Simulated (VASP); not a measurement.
Write the native input for VASP 6.6.1 that does the following.

```yaml
Task: single point
Functional: LDA
Potentials_or_basis: VASP PAW LDA potentials, release 64 (Mg, B)
Cutoff: 520 eV
k_mesh: 12 × 12 × 9
Occupations: fermi-dirac, width 0.05 eV
Spin: no spin polarisation
Dipole_correction: no
Further_INCAR_settings: ALGO = Normal; EDIFF = 1e-06; NBANDS = 11
```

The structure of MgB2 lies in POSCAR:

```
MgB2
1.0
    3.0850007055      0.0000000000      0.0000000000
   -1.5425003528      2.6716889817      0.0000000000
    0.0000000000      0.0000000000      3.4877700000
Mg B
1 2
Direct
    0.0000000000      0.0000000000      0.0000000000
    0.3333333333      0.6666666667      0.5000000000
    0.6666666667      0.3333333333      0.5000000000
```

This cell differs from its parent crystal: zz strain of -1 %.

One way to write it, as run:

INCAR

```
SYSTEM = MgB2
PREC     = Accurate       ! precision mode
ENCUT    = 520            ! plane-wave cutoff, eV
EDIFF    = 1E-6           ! SCF threshold, eV
ISMEAR   = -1             ! smearing method
SIGMA    = 0.05           ! smearing width, eV
LREAL    = .False.        ! projectors in reciprocal space
LASPH    = .True.         ! aspherical terms in the spheres
NELM     = 80             ! most SCF steps
ALGO     = Normal         ! electronic algorithm
ISIF     = 2              ! what is computed and relaxed
LWAVE    = .False.        ! write WAVECAR
LCHARG   = .False.        ! write CHGCAR
GGA      = CA             ! functional
NBANDS   = 11             ! bands
```

KPOINTS

```
Automatic mesh
0
Gamma
  12 12 9
  0 0 0
```

Potentials or basis: VASP PAW LDA potentials, release 64 (Mg, B).

Command:

```bash
$ cat potpaw_LDA.64/Mg/POTCAR potpaw_LDA.64/B/POTCAR > POTCAR
$ mpirun -np 1 vasp_std > vasp.out
```

It gave:

The pressure is -7.2 GPa. The band gap on the k mesh is zero (band 4 reaches 7.13 eV, above the bottom of band 5 at 3.34 eV).

Caveat: the cell differs from its parent crystal (zz strain of -1 %).

Run time: 46 s on 1 thread of AMD EPYC 7R43 64-Core Processor (Zen 3), with other jobs on the host, peak memory 0.12 GiB.
